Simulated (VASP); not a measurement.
# Ga2O3 (R-3c) in VASP: single point with PBE

Aim: the single point of Ga2O3 with PBE.

Program: VASP 6.6.1. These are calculated values, not measurements. Logs are shortened: lines on timing, memory, paths and dates and some standing lists are left out, and cuts for length are marked.

### 1 The cell of the first run

Symmetry: R-3c, No. 167, trigonal system. The conventional cell has a = 5.058 Å, b = 5.058 Å, c = 13.624 Å, α = 90.00°, β = 90.00°, γ = 120.00°. Within 2.6 Å of Ga (site symmetry 3) lie 6 O at 1.95 to 2.10 Å. O (site symmetry 2) has 4 Ga at 1.95 to 2.10 Å and 8 O at 2.66 to 2.88 Å within 2.9 Å.

### 2 Single point, PBE

Contents of INCAR:

```
SYSTEM = Ga2O3
ALGO     = Normal         ! electronic algorithm
EDIFF    = 1E-6           ! SCF threshold, eV
ENCUT    = 520            ! plane-wave cutoff, eV
GGA      = PE             ! functional
ISIF     = 2              ! what is computed and relaxed
ISMEAR   = -1             ! smearing method
LASPH    = .TRUE.         ! aspherical terms in the spheres
LCHARG   = .FALSE.        ! write CHGCAR
LREAL    = .FALSE.        ! projectors in reciprocal space
LWAVE    = .FALSE.        ! write WAVECAR
NBANDS   = 55             ! bands
NELM     = 60             ! most SCF steps
PREC     = Accurate       ! precision mode
SIGMA    = 0.01           ! smearing width, eV
```

Contents of KPOINTS:

```
k-points
0
G
  7 7 7
  0 0 0
```

Contents of POSCAR:

```
Ga2O3
1.0
    2.5289754451      1.4601046709      4.5413080054
   -2.5289754451      1.4601046709      4.5413080054
    0.0000000000     -2.9202092911      4.5413080216
Ga O
4 6
Direct
    0.8558413509      0.8558413492      0.8558413503
    0.6441586507      0.6441586494      0.6441586502
    0.1441586502      0.1441586499      0.1441586501
    0.3558413504      0.3558413497      0.3558413501
    0.7500000010      0.4469003095      0.0530996903
    0.4469003104      0.0530996898      0.7500000001
    0.0530996901      0.7499999997      0.4469003101
    0.2500000001      0.5530996896      0.9469003101
    0.9469003110      0.2499999994      0.5530996903
    0.5530996908      0.9469003093      0.2500000003
```

Potentials or basis: VASP PAW PBE potentials, release 64 (Ga_d, O).

Started as:

```bash
$ cat potpaw_PBE.64/Ga_d/POTCAR potpaw_PBE.64/O/POTCAR > POTCAR
$ mpirun -np 1 vasp_std > vasp.out
```

OUTCAR:

```text
SYSTEM = Ga2O3
   EDIFF = 1E-6
   ENCUT = 520
   GGA = PE
   ISIF = 2
   ISMEAR = -1
   LASPH = .TRUE.
   LREAL = .FALSE.
   NELM = 60
   PREC = Accurate

 ion  position               nearest neighbor table
   1  0.856  0.856  0.856-   8 1.95  10 1.95   9 1.95   5 2.10   7 2.10   6 2.10   2 2.88
   2  0.644  0.644  0.644-  10 1.95   9 1.95   8 1.95   7 2.10   6 2.10   5 2.10   1 2.88
   3  0.144  0.144  0.144-   5 1.95   6 1.95   7 1.95   8 2.10   9 2.10  10 2.10   4 2.88
   4  0.356  0.356  0.356-   6 1.95   7 1.95   5 1.95   9 2.10  10 2.10   8 2.10   3 2.88
   5  0.750  0.447  0.053-   3 1.95   4 1.95   1 2.10   2 2.10
   6  0.447  0.053  0.750-   4 1.95   3 1.95   2 2.10   1 2.10
   7  0.053  0.750  0.447-   4 1.95   3 1.95   2 2.10   1 2.10
   8  0.250  0.553  0.947-   1 1.95   2 1.95   3 2.10   4 2.10
   9  0.947  0.250  0.553-   2 1.95   1 1.95   4 2.10   3 2.10
  10  0.553  0.947  0.250-   2 1.95   1 1.95   4 2.10   3 2.10

  LATTYP: Found a trigonal (rhomboedric) cell.
 ALAT       =     5.3991759419
 COS(alpha) =     0.5612023824

  Lattice vectors:

 A1 = (   2.5289754451,   1.4601046709,   4.5413080054)
 A2 = (  -2.5289754451,   1.4601046709,   4.5413080054)
 A3 = (   0.0000000000,  -2.9202092911,   4.5413080216)

Analysis of symmetry for initial positions (statically):
=====================================================================
 Subroutine PRICEL returns:
 Original cell was already a primitive cell.

 Routine SETGRP: Setting up the symmetry group for a
 trigonal (rhombohedral) supercell.

 Subroutine GETGRP returns: Found 12 space group operations
 (whereof  6 operations were pure point group operations)
 out of a pool of 12 trial point group operations.

The static configuration has the point symmetry S_6 .
 The point group associated with its full space group is D_3d.

Analysis of symmetry for dynamics (positions and initial velocities):
=====================================================================
 Subroutine PRICEL returns:
 Original cell was already a primitive cell.

 Routine SETGRP: Setting up the symmetry group for a
 trigonal (rhombohedral) supercell.

 Subroutine GETGRP returns: Found 12 space group operations
 (whereof  6 operations were pure point group operations)
 out of a pool of 12 trial point group operations.

The dynamic configuration has the point symmetry S_6 .
 The point group associated with its full space group is D_3d.

 Subroutine INISYM returns: Found 12 space group operations
 (whereof  6 operations are pure point group operations),
 and found     1 'primitive' translations

----------------------------------------------------------------------------------------

                                     Primitive cell

  volume of cell :     100.6146

  direct lattice vectors                    reciprocal lattice vectors
     2.528975445  1.460104671  4.541308005     0.197708523  0.114147069  0.073400291
    -2.528975445  1.460104671  4.541308005    -0.197708523  0.114147069  0.073400291
     0.000000000 -2.920209291  4.541308022     0.000000000 -0.228294138  0.073400293

  length of vectors
     5.399175942  5.399175942  5.399175942     0.239803704  0.239803704  0.239803704

  position of ions in fractional coordinates (direct lattice)
     0.855841351  0.855841349  0.855841350
     0.644158651  0.644158649  0.644158650
     0.144158650  0.144158650  0.144158650
     0.355841350  0.355841350  0.355841350
     0.750000001  0.446900310  0.053099690
     0.446900310  0.053099690  0.750000000
     0.053099690  0.750000000  0.446900310
     0.250000000  0.553099690  0.946900310
     0.946900311  0.249999999  0.553099690
     0.553099691  0.946900309  0.250000000

  ion indices of the primitive-cell ions
   primitive index   ion index
                 1           1
                 2           2
                 3           3
                 4           4
                 5           5
                 6           6
                 7           7
                 8           8
                 9           9
                10          10

----------------------------------------------------------------------------------------

 KPOINTS: k-points

Automatic generation of k-mesh.
 Grid dimensions read from file:
 generate k-points for:    7    7    7

 Generating k-lattice:

  Cartesian coordinates                     Fractional coordinates (reciprocal lattice)
     0.028244075  0.016306724  0.010485756     0.142857143  0.000000000  0.000000000
    -0.028244075  0.016306724  0.010485756     0.000000000  0.142857143  0.000000000
     0.000000000 -0.032613448  0.010485756     0.000000000  0.000000000  0.142857143

  Length of vectors
     0.034257672  0.034257672  0.034257672

  Shift w.r.t. Gamma in fractional coordinates (k-lattice)
     0.000000000  0.000000000  0.000000000

 Subroutine IBZKPT returns following result:
 ===========================================

 Found     44 irreducible k-points:

 Following reciprocal coordinates:
            Coordinates               Weight
  0.000000  0.000000  0.000000      1.000000
  0.142857  0.000000  0.000000      6.000000
  0.285714  0.000000 -0.000000      6.000000
  0.428571  0.000000  0.000000      6.000000
  0.142857  0.142857 -0.000000      6.000000
  0.285714  0.142857 -0.000000     12.000000
[... 16 lines left out ...]
  0.285714  0.285714  0.142857      6.000000
  0.428571  0.285714  0.142857     12.000000
 [... further k-points ...]
   k-points           NKPTS =     44   k-points in BZ     NKDIM =     44   number of bands    NBANDS=     55
   number of dos      NEDOS =    301   number of ions     NIONS =     10
   total plane-waves  NPLWV =  64000
   dimension x,y,z NGX =    40 NGY =   40 NGZ =   40
   dimension x,y,z NGXF=    80 NGYF=   80 NGZF=   80
   ions per type =               4   6
   NGX,Y,Z   is equivalent  to a cutoff of  12.32, 12.32, 12.32 a.u.
   NGXF,Y,Z  is equivalent  to a cutoff of  24.63, 24.63, 24.63 a.u.
 SYSTEM =  Ga2O3
   PREC   = accura    normal or accurate (medium, high low for compatibility)
   ISTART =      0    job   : 0-new  1-cont  2-samecut
   ICHARG =      2    charge: 1-file 2-atom 10-const
   ISPIN  =      1    spin polarized calculation?
   LNONCOLLINEAR =      F non collinear calculations
   LSORBIT =      F    spin-orbit coupling
   LASPH  =      T    aspherical Exc in radial PAW
   ENCUT  =  520.0 eV  38.22 Ry    6.18 a.u.  10.04 10.04 10.04*2*pi/ulx,y,z
   NELM   =     60;   NELMIN=  2; NELMDL= -5     # of ELM steps
   EDIFF  = 0.1E-05   stopping-criterion for ELM
   LREAL  =      F    real-space projection
   EDIFFG = 0.1E-04   stopping-criterion for IOM
   NSW    =      0    number of steps for IOM
   IBRION =     -1    ionic relax: 0-MD 1-quasi-New 2-CG
   NFREE  =      0    steps in history (QN), initial steepest desc. (CG)
   ISIF   =      2    stress and relaxation
   ISYM   =      2    0-nonsym 1-usesym 2-fastsym
   POTIM  = 0.5000    time-step for ionic-motion
   TEBEG  =    0.0;   TEEND  =   0.0 temperature during run
   PSTRESS=    0.0 pullay stress
   NELECT =      88.0000    total number of electrons
   NUPDOWN=      -1.0000    fix difference up-down
   EMIN   =  10.00;   EMAX   =-10.00  energy-range for DOS
   EFERMI =   0.00;   METHOD = LEGACY
   ISMEAR =    -1;   SIGMA  =   0.01  broadening in eV -4-tet -1-fermi 0-gaus
   EFERMI_NEDOS =   21; number of points for ismear=-14 and -15
   IALGO  =     38    algorithm
   IMIX   =      4    mixing-type and parameters
     AMIX     =   0.40;   BMIX     =  1.00
     AMIX_MAG =   1.60;   BMIX_MAG =  1.00
  volume/ion in A,a.u.               =      10.06        67.90
  Fermi-wavevector in a.u.,A,eV,Ry     =   1.565605  2.958564 33.349487  2.451118
  Thomas-Fermi vector in A             =   2.668056
   LORBIT       =      0    0 simple, 1 ext, 2 COOP (PROOUT), +10 PAW based schemes
   GGA     = PE    functional components
   LHFCALC =     F    Hartree Fock is set to
   AEXX    =    0.0000 exact exchange contribution
   IVDW    =     0    specifies the selected vdW correction
   LEPSILON=     F    determine dielectric tensor
   LRPA    =     F    only Hartree local field effects (RPA)
 non-spin polarized calculation
  energy-cutoff  :      520.00
  volume of cell :      100.61
 maximum number of plane-waves:      2730
   NGX = 21   NGY = 21   NGZ = 21

 number of electron      88.0000003 magnetization

 Free energy of the ion-electron system (eV)
  ---------------------------------------------------
  ext. energy  EPLUGINS =         0.00000000
  ---------------------------------------------------
  free energy    TOTEN  =       -59.39349551 eV

  energy without entropy =      -59.39349551  energy(sigma->0) =      -59.39349551

 E-fermi :   4.3625     XC(G=0): -11.9613

 val. band max:        4.0988086823   @ k =  -0.1429   0.1429   0.0000
 cond. band min:       6.4946884632   @ k =   0.0000   0.0000   0.0000
 fundamental gap:      2.3958797809
 Fermi energy:         4.3625097719

 k-point     1 :       0.0000    0.0000    0.0000
  band No.  band energies     occupation
      1     -14.5784      2.00000
      2     -12.7194      2.00000
      3     -12.7194      2.00000
      4     -12.6960      2.00000
      5     -12.6772      2.00000
      6     -12.6772      2.00000
[... 47 lines left out ...]
     54      14.9938      0.00000
     55      16.0681      0.00000

 k-point     2 :       0.1429    0.0000    0.0000
  band No.  band energies     occupation
      1     -14.4914      2.00000
      2     -12.8087      2.00000
      3     -12.7276      2.00000
      4     -12.7247      2.00000
      5     -12.6845      2.00000
      6     -12.6655      2.00000
[... 47 lines left out ...]
     54      15.5404      0.00000
     55      15.9347      0.00000
[... 1216 lines left out ...]
     54      15.7889      0.00000
     55      16.2007      0.00000

 k-point    24 :       0.4286    0.2857    0.1429
  band No.  band energies     occupation
      1     -14.0864      2.00000
      2     -13.1369      2.00000
      3     -12.8252      2.00000
      4     -12.7967      2.00000
      5     -12.7229      2.00000
      6     -12.6748      2.00000
[... 47 lines left out ...]
     54      15.8219      0.00000
     55      16.1017      0.00000

 [... further k-points ...]

------------------------ aborting loop because EDIFF is reached ----------------------------------------

  FORCE on cell =-STRESS in cart. coord.  units (eV):
  Direction    XX          YY          ZZ          XY          YZ          ZX
  --------------------------------------------------------------------------------------
  -------------------------------------------------------------------------------------
  Total        0.6204190      0.6204190      0.5386969      0.0000000     -0.0000000      0.0000000
  in kB        9.8794975      9.8794975      8.5781615      0.0000000     -0.0000000      0.0000000
  external PRESSURE =       9.4457188 kB  Pullay stress =       0.0000000 kB

 VOLUME and BASIS-vectors are now :
 -----------------------------------------------------------------------------
  energy-cutoff  :      520.00
  volume of cell :      100.61
      direct lattice vectors                 reciprocal lattice vectors
     2.528975445  1.460104671  4.541308005     0.197708523  0.114147069  0.073400291
    -2.528975445  1.460104671  4.541308005    -0.197708523  0.114147069  0.073400291
     0.000000000 -2.920209291  4.541308022     0.000000000 -0.228294138  0.073400293

 POSITION                                       TOTAL-FORCE (eV/Angst)
 -----------------------------------------------------------------------------------
      0.00000      0.00000     11.65992         0.000000      0.000000      0.011710
      0.00000      0.00000      8.77597         0.000000     -0.000000     -0.011710
      0.00000      0.00000      1.96401         0.000000     -0.000000     -0.011710
      0.00000      0.00000      4.84796         0.000000      0.000000      0.011710
      0.76653      1.59254      5.67664         0.000734     -0.001271      0.000000
      0.99591     -1.46010      5.67664        -0.001468      0.000000      0.000000
     -1.76244     -0.13243      5.67664         0.000734      0.001271     -0.000000
     -0.76653     -1.59254      7.94729        -0.000734      0.001271     -0.000000
      1.76244      0.13243      7.94729        -0.000734     -0.001271      0.000000
     -0.99591      1.46010      7.94729         0.001468     -0.000000      0.000000
 -----------------------------------------------------------------------------------
    total drift:                               -0.000004      0.000000     -0.000002

  FREE ENERGIE OF THE ION-ELECTRON SYSTEM (eV)
  ---------------------------------------------------
  free  energy   TOTEN  =       -59.3934955084 eV

  energy  without entropy=      -59.3934955084  energy(sigma->0) =      -59.39349551
```

Wall time 3.7 min (1 thread of Intel Xeon Platinum 8375C at 2.90GHz (Ice Lake), shared host); peak memory 0.34 GiB.

Results:

```
Free energy            : -59.3935 eV
Pressure               : 0.9 GPa
Largest force          : 0.012 eV/Å
Band gap on the k mesh : 2.40 eV (least direct gap 2.62 eV)
```

Forces on the atoms (eV/Å):
```
Ga   0.000  0.000  0.012
Ga   0.000  0.000 -0.012
Ga   0.000  0.000 -0.012
Ga   0.000  0.000  0.012
O    0.001 -0.001  0.000
O   -0.001  0.000  0.000
O    0.001  0.001  0.000
O   -0.001  0.001  0.000
O   -0.001 -0.001  0.000
O    0.001  0.000  0.000
```

Stress tensor (GPa, compression positive):
```
0.99 0.00 0.00
0.00 0.99 0.00
0.00 0.00 0.86
```

Levels at points of the mesh, in eV from the valence-band top:
| k point | band 40 | band 41 | band 42 | band 43 | band 44 | band 45 | band 46 | band 47 | band 48 | band 49 |
| --- | --- | --- | --- | --- | --- | --- | --- | --- | --- | --- |
| (0.00, 0.00, 0.00) | -0.31 | -0.31 | -0.31 | -0.23 | -0.23 | 2.40 | 6.31 | 6.56 | 8.51 | 9.85 |

Caveat: an odd mesh through Γ misses points on the zone boundary, where band edges can lie.
